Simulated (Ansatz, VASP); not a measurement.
# BH12C3N in VASP and in Ansatz

```
B H C N
1.0
     4.52423    2.61207    1.93769
    -4.52423    2.61207    1.93769
     0.00000   -5.22413    1.93769
B H C N
1 12 3 1
Cartesian
  0.0000 0.0000 5.3570
  -1.2059 0.6962 2.1271
  0.0000 -1.3925 2.1271
  1.2059 0.6962 2.1271
  -2.0980 0.1800 3.5977
  0.8931 -1.9069 3.5977
  1.2049 1.7270 3.5977
  -1.2049 1.7270 3.5977
  2.0980 0.1800 3.5977
  -0.8931 -1.9069 3.5977
  0.0000 -4.0551 1.8379
  3.5118 2.0275 1.8379
  -3.5118 2.0275 1.8379
  -1.2100 0.6986 3.2243
  0.0000 -1.3972 3.2243
  1.2100 0.6986 3.2243
  0.0000 0.0000 3.7390
```

Alike in both runs: task relaxation of cell and atoms; functional PBE; dispersion D3(BJ); k mesh 6 × 6 × 6; occupations gaussian, width 0.02 eV; no spin polarisation.

|  | VASP | Ansatz |
| --- | --- | --- |
| version | VASP 6.6.1 | Ansatz 0.2.0 |
| potentials or method | VASP PAW PBE potentials, release 64 (B, H, C, N), cutoff 600 eV | scalar-relativistic, plane waves, PAW |
| valence electrons in the cell | 32 | 32 |

```csv
,VASP,Ansatz,Ansatz less VASP
"gap on the k mesh at the Fermi level, each at its own relaxed structure (eV)",6.49,6.40,-0.098
relaxed volume (Å³/atom),7.74,7.95,+0.209
relaxed length of the cell vector where the two differ most in proportion (Å),5.484,5.541,+0.0568
```
